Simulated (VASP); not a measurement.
Write the native input for VASP 6.6.1 that does the following.

```yaml
Task: single point
Functional: PBE
Potentials_or_basis: VASP PAW PBE potentials, release 64 (Cs_sv)
Cutoff: 520 eV
k_mesh: 6 × 6 × 6
Occupations: fermi-dirac, width 0.08 eV
Spin: no spin polarisation
Dipole_correction: no
Further_INCAR_settings: ALGO = Normal; EDIFF = 1e-07; NBANDS = 16
```

The structure of Cs lies in POSCAR:

```
Cs
1.0
    0.0000000000      5.3051878092      5.3051878092
    5.3051878092      0.0000000000      5.3051878092
    5.3051878092      5.3051878092      0.0000000000
Cs
2
Direct
   -0.1250000000     -0.1250000000     -0.1250000000
    0.1250000000      0.1250000000      0.1250000000
```

This cell differs from its parent crystal: volume scaled by 0.8.

These files were run (other wordings do the same):

INCAR

```
SYSTEM = Cs
ALGO = Normal ; EDIFF = 1E-7
ENCUT = 520 ; GGA = PE
ISIF = 2 ; ISMEAR = -1
LASPH = .TRUE. ; LCHARG = .FALSE.
LREAL = .FALSE. ; LWAVE = .FALSE.
NBANDS = 16 ; NELM = 60
PREC = Accurate ; SIGMA = 0.08
```

KPOINTS

```
k-points
0
G
  6 6 6
  0 0 0
```

Potentials or basis: VASP PAW PBE potentials, release 64 (Cs_sv).

The run is started by

```console
$ cat potpaw_PBE.64/Cs_sv/POTCAR > POTCAR
$ mpirun -np 1 vasp_std > vasp.out
```

It gave:

```yaml
Pressure: 0.2 GPa
Band_gap_on_the_k_mesh: zero (band 9 reaches 0.14 eV, above the bottom of band 10 at -0.01 eV)
```

Caveat: spin-orbit coupling is left out, which moves the levels of the heavy elements.

It took 100 s on 1 thread of Intel Xeon 6975P-C, with other jobs on the host, peak memory 0.44 GiB.
